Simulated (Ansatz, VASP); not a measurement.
PbS: VASP beside Ansatz

POSCAR

```
PbS
1.0
    0.0000000000      2.9657500000      2.9657500000
    2.9657500000      0.0000000000      2.9657500000
    2.9657500000      2.9657500000      0.0000000000
Pb S
1 1
Direct
    0.0000000000      0.0000000000      0.0000000000
    0.5000000000      0.5000000000      0.5000000000
```

Contents of INCAR.step1:

```
ALGO = Normal
EDIFF = 1E-5
ENCUT = 600
GGA = PE
ISMEAR = -1
LASPH = T
LCHARG = F
LREAL = F
LWAVE = T
NBANDS = 17
NELM = 60
PREC = Accurate
SIGMA = 0.05
```

File INCAR.step2:

```
ALGO = Normal
EDIFF = 1E-6
EDIFFG = -0.01
ENCUT = 600
GGA = PE
HFSCREEN = 0.2079
IBRION = 2
ISIF = 3
ISMEAR = -1
ISTART = 1
LASPH = T
LCHARG = F
LHFCALC = T
LREAL = F
LWAVE = F
NELM = 60
NSW = 60
PREC = Accurate
PRECFOCK = Normal
SIGMA = 0.05
```

KPOINTS

```
k-points
0
Gamma
  4 4 4
```

input.yaml

```yaml
crystal:
  lattice:
    - [0.0, 2.96575, 2.96575]
    - [2.96575, 0.0, 2.96575]
    - [2.96575, 2.96575, 0.0]
  atoms:
    - { symbol: Pb, position: [0.0, 0.0, 0.0] }
    - { symbol: S, position: [0.5, 0.5, 0.5] }
hamiltonian:
  xc: hse06
  pseudopotentials: { kind: paw }
kpoints:
  mp_grid: { grid: [4, 4, 4] }
scf:
  occupations: { method: fermi_dirac, width: 0.05 }
output:
  forces: true
  stress: true
  write_density: true
  write_potential: true
  elf: true
  volumetric_format: npy
relax:
  f_tol: 0.01
  max_steps: 40
  cell: { stress_tol: 0.05 }
```

Alike in both runs: task relaxation of cell and atoms; functional HSE06; k mesh 4 × 4 × 4; occupations fermi-dirac, width 0.05 eV; no spin polarisation.

|  | VASP | Ansatz |
| --- | --- | --- |
| version | VASP 6.6.1 | Ansatz 0.2.0 |
| potentials or method | VASP PAW PBE potentials, release 64 (Pb_d, S) | Ansatz PAW |
| plane-wave cutoff (eV) | 600 | 420 |
| valence electrons in the cell | 20 | 20 |

|  | VASP | Ansatz | Ansatz less VASP |
| --- | --- | --- | --- |
| gap on the k mesh at the Fermi level, each at its own relaxed structure (eV) | 0.88 | 0.88 | 0.000 |
| relaxed volume (Å³/atom) | 26.60 | 26.64 | +0.045 |
| relaxed cell length with the largest relative difference (Å) | 4.221 | 4.224 | +0.0024 |

The k mesh is coarse, so the values compare programs but aren't converged. Spin-orbit coupling is off throughout. Noted on Ansatz's run: the plane-wave basis is chosen anew once the cell has moved, so the energies of steps on either side of that aren't comparable.
